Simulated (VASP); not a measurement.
Crystal: SrO.

```
Sr O
1.0
     3.57679    0.00000    0.00000
    -1.78840    3.09759    0.00000
     0.00000    0.00000    6.24297
Sr O
2 2
Direct
  0.33333 0.66667 0.25000
  0.66667 0.33333 0.75000
  0.00000 0.00000 0.00000
  0.00000 0.00000 0.50000
```

- Program: VASP 6.6.1
- Task: relaxation of cell and atoms
- Functional: LDA
- Potentials or basis: VASP PAW LDA potentials, release 64 (Sr_sv, O)
- Cutoff: 600 eV
- k mesh: 9 × 9 × 4
- Occupations: gaussian, width 0.02 eV
- Spin: no spin polarisation

At the start: pressure -6.4 GPa; volume 17.29 Å³/atom.

Where does the relaxation end?

Over 5 steps the energy falls by 26.3 meV/atom and the volume is 16.05 Å³/atom (-7.2 %); space group P6_3/mmc (No. 194, to 0.1 Å) before and after.

The path:
| step | energy change (eV) | largest force (eV/Å) | pressure (GPa) | volume (Å³) |
| --- | --- | --- | --- | --- |
| 1 | 0.0000 | 0.0000 | -6.35 | 69.17 |
| 2 | -0.0891 | 0.0000 | 2.89 | 62.53 |
| 3 | -0.1044 | 0.0000 | -0.02 | 64.25 |
| 4 | -0.1050 | 0.0000 | 0.00 | 64.20 |
| 5 | -0.1050 | 0.0000 | 0.01 | 64.20 |

Final structure:
```
Sr O
1.0
     3.48654    0.00000    0.00000
    -1.74327    3.01943    0.00000
     0.00000    0.00000    6.09814
Sr O
2 2
Direct
  0.33333 0.66667 0.25000
  0.66667 0.33333 0.75000
  0.00000 0.00000 0.00000
  0.00000 0.00000 0.50000
```
